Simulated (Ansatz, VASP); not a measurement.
# Si2C: VASP beside Ansatz

File INCAR:

```
SYSTEM = Si2C
ALGO     = Normal         ! electronic algorithm
EDIFF    = 1E-6           ! SCF threshold, eV
EDIFFG   = -0.04          ! ionic threshold
ENCUT    = 600            ! plane-wave cutoff, eV
GGA      = PE             ! functional
IBRION   = 2              ! ionic algorithm
ISIF     = 3              ! what is computed and relaxed
ISMEAR   = 0              ! smearing method
LASPH    = .TRUE.         ! aspherical terms in the spheres
LCHARG   = .FALSE.        ! write CHGCAR
LREAL    = .FALSE.        ! projectors in reciprocal space
LWAVE    = .FALSE.        ! write WAVECAR
NELM     = 100            ! most SCF steps
NSW      = 90             ! ionic steps
PREC     = Accurate       ! precision mode
SIGMA    = 0.1            ! smearing width, eV
```

KPOINTS

```
k-points
0
G
  6 6 6
  0 0 0
```

POSCAR

```
Si2C
1.0
    0.0000000000      2.7754637500      2.7754637500
    2.7754637500      0.0000000000      2.7754637500
    2.7754637500      2.7754637500      0.0000000000
Si C
2 1
Direct
    0.2500000000      0.2500000000      0.2500000000
    0.7500000000      0.7500000000      0.7500000000
    0.5000000000      0.5000000000      0.5000000000
```

Input for Ansatz:

```yaml
crystal:
  lattice:
    - [0.0, 2.77546375, 2.77546375]
    - [2.77546375, 0.0, 2.77546375]
    - [2.77546375, 2.77546375, 0.0]
  atoms:
    - { symbol: Si, position: [0.25, 0.25, 0.25] }
    - { symbol: Si, position: [0.75, 0.75, 0.75] }
    - { symbol: C, position: [0.5, 0.5, 0.5] }
basis:
  ecutwfc: 420
kpoints:
  mp_grid: { grid: [6, 6, 6] }
hamiltonian:
  xc: pbe
scf:
  occupations: { method: gaussian, width: 0.1 }
  lower_state_search: "off"
output:
  forces: true
  stress: true
  eigenvalues: true
relax:
  adjacent_minimum: "off"
  f_tol: 0.04
  max_steps: 70
  cell: { stress_tol: 0.4 }
```

Alike in both runs: task relaxation of cell and atoms; functional PBE; k mesh 6 × 6 × 6; occupations gaussian, width 0.1 eV; no spin polarisation.

```csv
,VASP,Ansatz
version,VASP 6.6.1,Ansatz 0.2.0
potentials or method,"VASP PAW PBE potentials, release 64 (Si, C), cutoff 600 eV","scalar-relativistic, plane waves, PAW"
valence electrons in the cell,12,12
```

```tsv
	VASP	Ansatz	Ansatz less VASP
gap on the k mesh at the Fermi level, each at its own relaxed structure (eV)	none	none	-
relaxed volume (Å³/atom)	12.86	12.85	-0.001
relaxed cell length with the largest relative difference (Å)	3.792	3.792	-0.0001
```

A gap of «none» marks a metal or a gap that the smearing closes.
